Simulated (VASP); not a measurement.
# KCl (Sylvite) (Fm-3m) in VASP: a series of runs

KCl (Sylvite) is run at these levels: PBEsol, PBE+D3(BJ); tasks: relaxation of cell and atoms.

Everything below comes from runs of VASP 6.6.1. Logs are shortened: lines on timing, memory, paths and dates and some standing lists are left out, and cuts for length are marked.

## Step 1: The cell of the first run

It takes space group Fm-3m (No. 225, cubic). Conventional cell: a = 6.293 Å, b = 6.293 Å, c = 6.293 Å, α = 90.00°, β = 90.00°, γ = 90.00°. Within 4.1 Å of K (site symmetry m-3m) lie 6 Cl at 3.15 Å. Cl (site symmetry m-3m) has 6 K at 3.15 Å within 4.1 Å.

## Step 2: Relaxation of cell and atoms, PBEsol

The input, INCAR:

```
ALGO = Normal
EDIFF = 1E-6
EDIFFG = -0.01
ENCUT = 600
GGA = PS
IBRION = 2
ISIF = 3
ISMEAR = 0
LASPH = True
LCHARG = False
LREAL = False
LWAVE = False
NELM = 60
NSW = 80
PREC = Accurate
SIGMA = 0.01
```

The input, KPOINTS:

```
k-points
0
Gamma
  4 4 4
```

The input, POSCAR:

```
KCl
1.0
    0.0000000000      3.1464700000      3.1464700000
    3.1464700000      0.0000000000      3.1464700000
    3.1464700000      3.1464700000      0.0000000000
K Cl
1 1
Direct
    0.0000000000      0.0000000000      0.0000000000
    0.5000000000      0.5000000000      0.5000000000
```

Potentials or basis: VASP PAW PBE potentials, release 64 (K_sv, Cl).

Command:

```bash
$ cat potpaw_PBE.64/K_sv/POTCAR potpaw_PBE.64/Cl/POTCAR > POTCAR
$ mpirun -np 1 vasp_std > vasp.out
```

OUTCAR:

```text
EDIFF = 1E-6
   EDIFFG = -0.01
   ENCUT = 600
   GGA = PS
   IBRION = 2
   ISIF = 3
   ISMEAR = 0
   LASPH = True
   LREAL = False
   NELM = 60
   NSW = 80
   PREC = Accurate

 ion  position               nearest neighbor table
   1  0.000  0.000  0.000-   2 3.15   2 3.15   2 3.15   2 3.15   2 3.15   2 3.15
   2  0.500  0.500  0.500-   1 3.15   1 3.15   1 3.15   1 3.15   1 3.15   1 3.15

  LATTYP: Found a face centered cubic cell.
 ALAT       =     6.2929400000

  Lattice vectors:

 A1 = (   0.0000000000,   3.1464700000,   3.1464700000)
 A2 = (   3.1464700000,   0.0000000000,   3.1464700000)
 A3 = (   3.1464700000,   3.1464700000,   0.0000000000)

Analysis of symmetry for initial positions (statically):
=====================================================================
 Subroutine PRICEL returns:
 Original cell was already a primitive cell.

 Routine SETGRP: Setting up the symmetry group for a
 face centered cubic supercell.

 Subroutine GETGRP returns: Found 48 space group operations
 (whereof 48 operations were pure point group operations)
 out of a pool of 48 trial point group operations.

The static configuration has the point symmetry O_h .

Analysis of symmetry for dynamics (positions and initial velocities):
=====================================================================
 Subroutine PRICEL returns:
 Original cell was already a primitive cell.

 Routine SETGRP: Setting up the symmetry group for a
 face centered cubic supercell.

 Subroutine GETGRP returns: Found 48 space group operations
 (whereof 48 operations were pure point group operations)
 out of a pool of 48 trial point group operations.

The dynamic configuration has the point symmetry O_h .

 Subroutine INISYM returns: Found 48 space group operations
 (whereof 48 operations are pure point group operations),
 and found     1 'primitive' translations

----------------------------------------------------------------------------------------

                                     Primitive cell

  volume of cell :      62.3018

  direct lattice vectors                    reciprocal lattice vectors
     0.000000000  3.146470000  3.146470000    -0.158908237  0.158908237  0.158908237
     3.146470000  0.000000000  3.146470000     0.158908237 -0.158908237  0.158908237
     3.146470000  3.146470000  0.000000000     0.158908237  0.158908237 -0.158908237

  length of vectors
     4.449780548  4.449780548  4.449780548     0.275237140  0.275237140  0.275237140

  position of ions in fractional coordinates (direct lattice)
     0.000000000  0.000000000  0.000000000
     0.500000000  0.500000000  0.500000000

  ion indices of the primitive-cell ions
   primitive index   ion index
                 1           1
                 2           2

----------------------------------------------------------------------------------------

 KPOINTS: k-points

Automatic generation of k-mesh.
 Grid dimensions read from file:
 generate k-points for:    4    4    4

 Generating k-lattice:

  Cartesian coordinates                     Fractional coordinates (reciprocal lattice)
    -0.039727059  0.039727059  0.039727059     0.250000000  0.000000000  0.000000000
     0.039727059 -0.039727059  0.039727059     0.000000000  0.250000000  0.000000000
     0.039727059  0.039727059 -0.039727059     0.000000000  0.000000000  0.250000000

  Length of vectors
     0.068809285  0.068809285  0.068809285

  Shift w.r.t. Gamma in fractional coordinates (k-lattice)
     0.000000000  0.000000000  0.000000000

 Subroutine IBZKPT returns following result:
 ===========================================

 Found      8 irreducible k-points:

 Following reciprocal coordinates:
            Coordinates               Weight
  0.000000  0.000000  0.000000      1.000000
  0.250000  0.000000  0.000000      8.000000
  0.500000  0.000000  0.000000      4.000000
  0.250000  0.250000  0.000000      6.000000
  0.500000  0.250000  0.000000     24.000000
 -0.250000  0.250000  0.000000     12.000000
  0.500000  0.500000  0.000000      3.000000
 -0.250000  0.500000  0.250000      6.000000
   k-points           NKPTS =      8   k-points in BZ     NKDIM =      8   number of bands    NBANDS=     12
   number of dos      NEDOS =    301   number of ions     NIONS =      2
   total plane-waves  NPLWV =  46656
   dimension x,y,z NGX =    36 NGY =   36 NGZ =   36
   dimension x,y,z NGXF=    72 NGYF=   72 NGZF=   72
   ions per type =               1   1
   NGX,Y,Z   is equivalent  to a cutoff of  13.45, 13.45, 13.45 a.u.
   NGXF,Y,Z  is equivalent  to a cutoff of  26.90, 26.90, 26.90 a.u.
 SYSTEM =  unknown system
   PREC   = accura    normal or accurate (medium, high low for compatibility)
   ISTART =      0    job   : 0-new  1-cont  2-samecut
   ICHARG =      2    charge: 1-file 2-atom 10-const
   ISPIN  =      1    spin polarized calculation?
   LNONCOLLINEAR =      F non collinear calculations
   LSORBIT =      F    spin-orbit coupling
   LASPH  =      T    aspherical Exc in radial PAW
   ENCUT  =  600.0 eV  44.10 Ry    6.64 a.u.   8.89  8.89  8.89*2*pi/ulx,y,z
   NELM   =     60;   NELMIN=  2; NELMDL= -5     # of ELM steps
   EDIFF  = 0.1E-05   stopping-criterion for ELM
   LREAL  =      F    real-space projection
   EDIFFG = -.1E-01   stopping-criterion for IOM
   NSW    =     80    number of steps for IOM
   IBRION =      2    ionic relax: 0-MD 1-quasi-New 2-CG
   NFREE  =      1    steps in history (QN), initial steepest desc. (CG)
   ISIF   =      3    stress and relaxation
   ISYM   =      2    0-nonsym 1-usesym 2-fastsym
   POTIM  = 0.5000    time-step for ionic-motion
   TEBEG  =    0.0;   TEEND  =   0.0 temperature during run
   PSTRESS=    0.0 pullay stress
   NELECT =      16.0000    total number of electrons
   NUPDOWN=      -1.0000    fix difference up-down
   EMIN   =  10.00;   EMAX   =-10.00  energy-range for DOS
   EFERMI =   0.00;   METHOD = LEGACY
   ISMEAR =     0;   SIGMA  =   0.01  broadening in eV -4-tet -1-fermi 0-gaus
   EFERMI_NEDOS =   21; number of points for ismear=-14 and -15
   IALGO  =     38    algorithm
   IMIX   =      4    mixing-type and parameters
     AMIX     =   0.40;   BMIX     =  1.00
     AMIX_MAG =   1.60;   BMIX_MAG =  1.00
  volume/ion in A,a.u.               =      31.15       210.22
  Fermi-wavevector in a.u.,A,eV,Ry     =   1.040594  1.966437 14.732871  1.082835
  Thomas-Fermi vector in A             =   2.175177
   LORBIT       =      0    0 simple, 1 ext, 2 COOP (PROOUT), +10 PAW based schemes
   GGA     = PS    functional components
   LHFCALC =     F    Hartree Fock is set to
   AEXX    =    0.0000 exact exchange contribution
   IVDW    =     0    specifies the selected vdW correction
   LEPSILON=     F    determine dielectric tensor
   LRPA    =     F    only Hartree local field effects (RPA)
 conjugate gradient relaxation of ions
 non-spin polarized calculation
 Gauss-broadening in eV      SIGMA  =   0.01
  energy-cutoff  :      600.00
  volume of cell :       62.30
 maximum number of plane-waves:      2120
   NGX = 17   NGY = 17   NGZ = 17

--------------------------------------- Ionic step        1  -------------------------------------------

 number of electron      16.0000001 magnetization

 Free energy of the ion-electron system (eV)
  ---------------------------------------------------
  ext. energy  EPLUGINS =         0.00000000
  ---------------------------------------------------
  free energy    TOTEN  =        -7.02189399 eV

  energy without entropy =       -7.02189399  energy(sigma->0) =       -7.02189399

------------------------ aborting loop because EDIFF is reached ----------------------------------------

  FORCE on cell =-STRESS in cart. coord.  units (eV):
  Direction    XX          YY          ZZ          XY          YZ          ZX
  --------------------------------------------------------------------------------------
  -------------------------------------------------------------------------------------
  Total       -0.1302104     -0.1302104     -0.1302104      0.0000000      0.0000000     -0.0000000
  in kB       -3.3485408     -3.3485408     -3.3485408      0.0000000      0.0000000     -0.0000000
  external PRESSURE =      -3.3485408 kB  Pullay stress =       0.0000000 kB

 VOLUME and BASIS-vectors are now :
 -----------------------------------------------------------------------------
  energy-cutoff  :      600.00
  volume of cell :       62.30
      direct lattice vectors                 reciprocal lattice vectors
     0.000000000  3.146470000  3.146470000    -0.158908237  0.158908237  0.158908237
     3.146470000  0.000000000  3.146470000     0.158908237 -0.158908237  0.158908237
     3.146470000  3.146470000  0.000000000     0.158908237  0.158908237 -0.158908237
[... 37 lines left out ...]
 POSITION                                       TOTAL-FORCE (eV/Angst)
 -----------------------------------------------------------------------------------
      3.13659      3.13659      6.27317         0.000000     -0.000000      0.000000
      3.13659      3.13659      3.13659        -0.000000      0.000000     -0.000000
 -----------------------------------------------------------------------------------
    total drift:                                0.000000      0.000000      0.000000

  FREE ENERGIE OF THE ION-ELECTRON SYSTEM (eV)
  ---------------------------------------------------
  free  energy   TOTEN  =        -7.0228323537 eV

  energy  without entropy=       -7.0228323537  energy(sigma->0) =       -7.02283235

--------------------------------------- Ionic step        3  -------------------------------------------

 number of electron      16.0000002 magnetization

 Free energy of the ion-electron system (eV)
  ---------------------------------------------------
  ext. energy  EPLUGINS =         0.00000000
  ---------------------------------------------------
  free energy    TOTEN  =        -7.02315865 eV

  energy without entropy =       -7.02315865  energy(sigma->0) =       -7.02315865

 E-fermi :  -1.7687     XC(G=0):  -7.8010

 val. band max:       -1.8309280564   @ k =   0.0000   0.0000   0.0000
 cond. band min:       3.2514184312   @ k =   0.0000   0.0000   0.0000
 fundamental gap:      5.0823464876
 Fermi energy:        -1.7686775807

 k-point     1 :       0.0000    0.0000    0.0000
  band No.  band energies     occupation
      1     -28.8307      2.00000
      2     -13.9437      2.00000
      3     -12.3580      2.00000
      4     -12.3580      2.00000
      5     -12.3580      2.00000
      6      -1.8309      2.00000
      7      -1.8309      2.00000
      8      -1.8309      2.00000
      9       3.2514      0.00000
     10       6.4698      0.00000
     11       6.4698      0.00000
     12       6.4698      0.00000

 k-point     2 :       0.2500    0.0000    0.0000
  band No.  band energies     occupation
      1     -28.8246      2.00000
      2     -14.0449      2.00000
      3     -12.3631      2.00000
      4     -12.3631      2.00000
      5     -12.2279      2.00000
      6      -2.4572      2.00000
      7      -2.0122      2.00000
      8      -2.0122      2.00000
      9       4.5367      0.00000
     10       6.2424      0.00000
     11       7.2437      0.00000
     12       7.2437      0.00000
[... 110 lines left out ...]
 POSITION                                       TOTAL-FORCE (eV/Angst)
 -----------------------------------------------------------------------------------
      0.00000      0.00000      0.00000         0.000000      0.000000     -0.000000
      3.12693      3.12693      3.12693        -0.000000     -0.000000      0.000000
 -----------------------------------------------------------------------------------
    total drift:                                0.000000      0.000000      0.000000

  FREE ENERGIE OF THE ION-ELECTRON SYSTEM (eV)
  ---------------------------------------------------
  free  energy   TOTEN  =        -7.0231586540 eV

  energy  without entropy=       -7.0231586540  energy(sigma->0) =       -7.02315865

 reached required accuracy - stopping structural energy minimisation
```

Wall time 33 s (1 thread of AMD EPYC 7R43 (Zen 3), shared host); peak memory 0.17 GiB.

What came out:

```
Free energy                            : -7.0232 eV
Relaxed volume                         : 30.57 Å³/atom
Relaxed cell                           : a = 4.422 Å, b = 4.422 Å, c = 4.422 Å, α = 60.00°, β = 60.00°, γ = 60.00°
Space group after relaxing (to 0.05 Å) : Fm-3m (No. 225)
Energy gained by relaxing              : 0.6 meV/atom
Ionic steps                            : 3
Pressure after relaxing                : 0.0 GPa
Band gap on the k mesh                 : 5.08 eV, direct
```

The path:
```
step  energy change (eV)  largest force (eV/Å)  pressure (GPa)  volume (Å³)
   1              0.0000                0.0000           -0.33        62.30
   2             -0.0009                0.0000           -0.18        61.72
   3             -0.0013                0.0000           -0.01        61.15
```

Final structure:
```
K Cl
1.0
     0.00000    3.12693    3.12693
     3.12693    0.00000    3.12693
     3.12693    3.12693    0.00000
K Cl
1 1
Direct
  0.00000 0.00000 0.00000
  0.50000 0.50000 0.50000
```

Caveat: the k points lie up to 0.44 Å⁻¹ apart in the final cell; the PAW data sets were made with another functional, which shifts forces and pressure a little. As with any semilocal functional, this PBEsol gap is likely too small.

## Step 3: Relaxation of cell and atoms, PBE+D3(BJ)

The input, INCAR:

```
SYSTEM = KCl
  PREC = Accurate
  ENCUT = 600
  EDIFF = 1E-7
  ISMEAR = 0
  SIGMA = 0.01
  LREAL = .False.
  LASPH = .True.
  NELM = 80
  ALGO = Normal
  ISIF = 3
  LWAVE = .False.
  LCHARG = .False.
  GGA = PE
  IVDW = 12
  IBRION = 2
  NSW = 80
  EDIFFG = -0.01
```

The input, KPOINTS:

```
Automatic mesh
0
Gamma
  4 4 4
  0 0 0
```

POSCAR is that of step 2.

Potentials or basis: VASP PAW PBE potentials, release 64 (K_sv, Cl).

Command:

```bash
$ cat potpaw_PBE.64/K_sv/POTCAR potpaw_PBE.64/Cl/POTCAR > POTCAR
$ mpirun -np 1 vasp_std > vasp.out
```

It took 37 s on 1 thread of AMD EPYC 7R43 (Zen 3), shared host; peak memory 0.18 GiB.

It converged, with:

| Quantity | Value |
| --- | --- |
| Free energy | -7.1923 eV |
| Relaxed volume | 30.86 Å³/atom |
| Relaxed cell | a = 4.436 Å, b = 4.436 Å, c = 4.436 Å, α = 60.00°, β = 60.00°, γ = 60.00° |
| Space group after relaxing (to 0.05 Å) | Fm-3m (No. 225) |
| Energy gained by relaxing | 0.2 meV/atom |
| Ionic steps | 3 |
| Pressure after relaxing | 0.0 GPa |
| Band gap on the k mesh | 5.22 eV, direct |
| Dispersion energy per atom | -0.196 eV |

The path:
| step | energy change (eV) | largest force (eV/Å) | pressure (GPa) | volume (Å³) |
| --- | --- | --- | --- | --- |
| 1 | 0.0000 | 0.0000 | -0.18 | 62.30 |
| 2 | -0.0003 | 0.0000 | -0.09 | 61.98 |
| 3 | -0.0004 | 0.0000 | -0.01 | 61.71 |

Final structure:
```
K Cl
1.0
     0.00000    3.13656    3.13656
     3.13656    0.00000    3.13656
     3.13656    3.13656    0.00000
K Cl
1 1
Direct
  0.00000 0.00000 0.00000
  0.50000 0.50000 0.50000
```

Levels at points of the mesh, in eV from the valence-band top:
```tsv
k point	band 5	band 6	band 7	band 8	band 9	band 10	band 11	band 12
(0.00, 0.00, 0.00)	-10.64	0.00	0.00	0.00	5.22	8.39	8.39	8.39
(0.50, 0.00, 0.00)	-10.39	-1.07	-0.33	-0.33	7.62	8.64	10.56	10.56
(0.50, 0.50, 0.00)	-10.69	-0.66	-0.23	-0.23	6.53	8.39	10.13	10.26
```

Caveat: the k points lie up to 0.43 Å⁻¹ apart in the final cell. PBE gaps usually lie below the measured ones, often by a third to a half.
